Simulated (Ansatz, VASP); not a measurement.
Al2BN3: VASP beside Ansatz

```xyz
6
Lattice="2.4948 1.4404 3.2955 -2.4948 1.4404 3.2955 0.0000 -2.8808 3.2955" Properties=species:S:1:pos:R:3 pbc="T T T"
Al    0.0000    0.0000    2.8066
Al    0.0000    0.0000    7.0799
B     0.0000    0.0000    4.9432
N     0.0000   -1.4404    1.6477
N     1.2474    0.7202    1.6477
N    -1.2474    0.7202    1.6477
```

Alike in both runs: functional PBE; k mesh 6 × 6 × 6; occupations gaussian, width 0.1 eV; no spin polarisation.

Ansatz relaxed the structure, and its values are those at the end. VASP's run is a single point on that final structure, the one shown.

|  | VASP | Ansatz |
| --- | --- | --- |
| version | VASP 6.6.1 | Ansatz 0.2.0 |
| potentials or method | VASP PAW PBE potentials, release 64 (Al, B, N), cutoff 520 eV | scalar-relativistic, plane waves, PAW |
| valence electrons in the cell | 24 | 24 |

Ansatz gave:

- gap on the k mesh at the Fermi level (eV): none
- pressure (GPa): 0.0

Q: What did VASP give for the same quantities?

A: gap on the k mesh at the Fermi level (eV): none; pressure (GPa): -0.1.

A gap of «none» marks a metal or a gap that the smearing closes. The functional is the same, so the differences come from potentials, cutoffs and numerics.
